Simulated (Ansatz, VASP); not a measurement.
## One calculation of Ir, two programs

INCAR

```
SYSTEM = Ir
ALGO = Normal
EDIFF = 1E-6
ENCUT = 500
GGA = CA
GGA_COMPAT = .FALSE.
ISIF = 2
ISMEAR = 0
LASPH = .TRUE.
LCHARG = .FALSE.
LREAL = .FALSE.
LWAVE = .FALSE.
NBANDS = 14
NELM = 120
PREC = Accurate
SIGMA = 0.15
```

The input KPOINTS:

```
k-points
0
G
  22 22 22
  0 0 0
```

POSCAR

```
Ir
1.0
    0.0000000000      2.0581776817      1.7636524555
    2.0581776817      0.0000000000      1.7636524555
    2.0581776817      2.0581776817      0.0000000000
Ir
1
Direct
    0.0000000000      0.0000000000      0.0000000000
```

Input for Ansatz:

```yaml
crystal:
  lattice:
    - [0.0, 2.0581776817, 1.7636524555]
    - [2.0581776817, 0.0, 1.7636524555]
    - [2.0581776817, 2.0581776817, 0.0]
  atoms:
    - { symbol: Ir, position: [0.0, 0.0, 0.0] }
basis:
  ecutwfc: 420
kpoints:
  mp_grid: { grid: [22, 22, 22] }
hamiltonian:
  xc: lda
  pseudopotentials: { kind: paw, azcp: { folder: soft_1 } }
scf:
  occupations: { method: gaussian, width: 0.15 }
output:
  forces: true
  stress: true
  eigenvalues: true
```

Alike in both runs: task single point; functional LDA; k mesh 22 × 22 × 22; occupations gaussian, width 0.15 eV; no spin polarisation.

|  | VASP | Ansatz |
| --- | --- | --- |
| version | VASP 6.6.1 | Ansatz 0.2.0 |
| potentials or method | VASP PAW LDA potentials, release 64 (Ir_sv_GW), cutoff 500 eV | scalar-relativistic, plane waves, PAW |
| valence electrons in the cell | 17 | 17 |

```tsv
	VASP	Ansatz	Ansatz less VASP
gap on the k mesh at the Fermi level (eV)	none	none	-
pressure (GPa)	-23.2	-21.4	+1.80
traceless stress, the component that is largest in VASP (GPa)	26.35	26.47	+0.125
```

Ansatz warns that its potentials were made for another functional, while VASP's fit it. LDA's correlation is that of Perdew and Zunger in VASP and of Perdew and Wang (1992) in Ansatz. A gap of «none» marks a metal or a gap that the smearing closes.

Spin-orbit coupling is off throughout.
